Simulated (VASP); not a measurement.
Here is a VASP 6.6.1 calculation.

File INCAR:

```
SYSTEM = V
PREC = Accurate
ENCUT = 520
EDIFF = 1E-6
ISMEAR = -1
SIGMA = 0.1
LREAL = .FALSE.
LASPH = .TRUE.
NELM = 80
ALGO = Normal
ISIF = 2
LWAVE = .FALSE.
LCHARG = .FALSE.
GGA = PS
NBANDS = 12
```

Contents of KPOINTS:

```
Automatic mesh
0
G
  16 16 16
  0 0 0
```

POSCAR

```
V
1.0
    0.0000000000      1.8857067481      1.8857067481
    1.8857067481      0.0000000000      1.8857067481
    1.8857067481      1.8857067481      0.0000000000
V
1
Direct
    0.0000000000      0.0000000000      0.0000000000
```

Potentials or basis: VASP PAW PBE potentials, release 64 (V_sv).

Launch:

```sh
$ cat potpaw_PBE.64/V_sv/POTCAR > POTCAR
$ mpirun -np 1 vasp_std > vasp.out
```

Predict the pressure.

0.1 GPa.

Caveat: the PAW data sets were made with another functional, which shifts forces and pressure a little.
